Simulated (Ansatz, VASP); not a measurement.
**Sb: VASP beside Ansatz**

INCAR

```
SYSTEM = Sb
ALGO = Normal
EDIFF = 1E-8
ENCUT = 400
GGA_COMPAT = .FALSE.
ISIF = 2
ISMEAR = -1
LASPH = .TRUE.
LCHARG = .FALSE.
LEFG = .TRUE.
LREAL = .FALSE.
LWAVE = .FALSE.
NBANDS = 22
NELM = 120
PREC = Accurate
SIGMA = 0.03
```

Contents of KPOINTS:

```
k-points
0
G
  12 12 12
  0 0 0
```

File POSCAR:

```
Sb
1.0
    2.1506003320      1.2416496806      3.8188800000
   -2.1506003320      1.2416496806      3.8188800000
    0.0000000000     -2.4832993611      3.8188800000
Sb
2
Direct
    0.2336400000      0.2336400000      0.2336400000
    0.7663600000      0.7663600000      0.7663600000
```

Input for Ansatz:

```yaml
crystal:
  lattice:
    - [2.150600332, 1.2416496806, 3.81888]
    - [-2.150600332, 1.2416496806, 3.81888]
    - [0.0, -2.4832993611, 3.81888]
  atoms:
    - { symbol: Sb, position: [0.23364, 0.23364, 0.23364] }
    - { symbol: Sb, position: [0.76636, 0.76636, 0.76636] }
kpoints:
  mp_grid: { grid: [12, 12, 12] }
scf:
  occupations: { method: fermi_dirac, width: 0.03 }
hamiltonian:
  xc: lda
  pseudopotentials: { kind: paw }
output:
  forces: true
  stress: true
  eigenvalues: true
  efg: { contact_densities: true }
```

Change from the starting cell: zz strain of +2 %, PAW files.

Alike in both runs: task electric field gradients; functional LDA; k mesh 12 × 12 × 12; occupations fermi-dirac, width 0.03 eV; no spin polarisation.

|  | VASP | Ansatz |
| --- | --- | --- |
| version | VASP 6.6.1 | Ansatz 0.2.0 |
| potentials or method | VASP PAW LDA potentials, release 64 (Sb_d_GW) | PAW with Ansatz's default frozen-core files, scalar-relativistic |
| plane-wave cutoff (eV) | 400 | 420 |
| valence electrons in the cell | 30 | 30 |

|  | VASP | Ansatz | Ansatz less VASP |
| --- | --- | --- | --- |
| rms of the force components (eV/Å) | 0.032 | 0.039 | +0.0066 |
| size of Vzz on the site where it differs most (V/Å²) | 39.6 | 40.3 | +0.72 |

LDA's correlation is that of Perdew and Zunger in VASP and of Perdew and Wang (1992) in Ansatz. Atom by atom the forces differ by 0.007 eV/Å (rms over components).

Neither program's run includes spin-orbit coupling.
